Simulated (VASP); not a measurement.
Write the native input for VASP 6.6.1 that does the following.

| Quantity | Value |
| --- | --- |
| Task | single point |
| Functional | PBE |
| Potentials or basis | VASP PAW PBE potentials, release 64 (Cd, F) |
| Cutoff | 520 eV |
| k mesh | 8 × 8 × 8 |
| Occupations | fermi-dirac, width 0.02 eV |
| Spin | no spin polarisation |
| Dipole correction | no |
| Further INCAR settings | ALGO = Normal; EDIFF = 1e-06; NBANDS = 20 |

The structure of CdF2 lies in POSCAR:

```
CdF2
1.0
    0.0000000000      2.7876656466      2.7876656466
    2.7876656466      0.0000000000      2.7876656466
    2.7876656466      2.7876656466      0.0000000000
Cd F
1 2
Direct
    0.0000000000      0.0000000000      0.0000000000
    0.2500000000      0.2500000000      0.2500000000
    0.7500000000      0.7500000000      0.7500000000
```

This cell differs from its parent crystal: strain +3.5%.

The input as run:

INCAR

```
PREC = Accurate
ENCUT = 520
EDIFF = 1E-6
ISMEAR = -1
SIGMA = 0.02
LREAL = False
LASPH = True
NELM = 80
ALGO = Normal
ISIF = 2
LWAVE = False
LCHARG = True
GGA = PE
LELF = True
LVHAR = True
NBANDS = 20
```

KPOINTS

```
regular mesh
0
Gamma
  8 8 8
```

Potentials or basis: VASP PAW PBE potentials, release 64 (Cd, F).

The run is started by

```bash
$ cat potpaw_PBE.64/Cd/POTCAR potpaw_PBE.64/F/POTCAR > POTCAR
$ mpirun -np 1 vasp_std > vasp.out
```

It gave:

| Item | Value |
| --- | --- |
| Pressure | -3.8 GPa |
| Band gap on the k mesh | 2.71 eV (least direct gap 3.31 eV) |

Caveat: the cell differs from its parent crystal (strain +3.5%); the cell stands under tension.

It took 57 s on 1 thread of AMD EPYC 7R13 (shared host), peak memory 0.15 GiB.
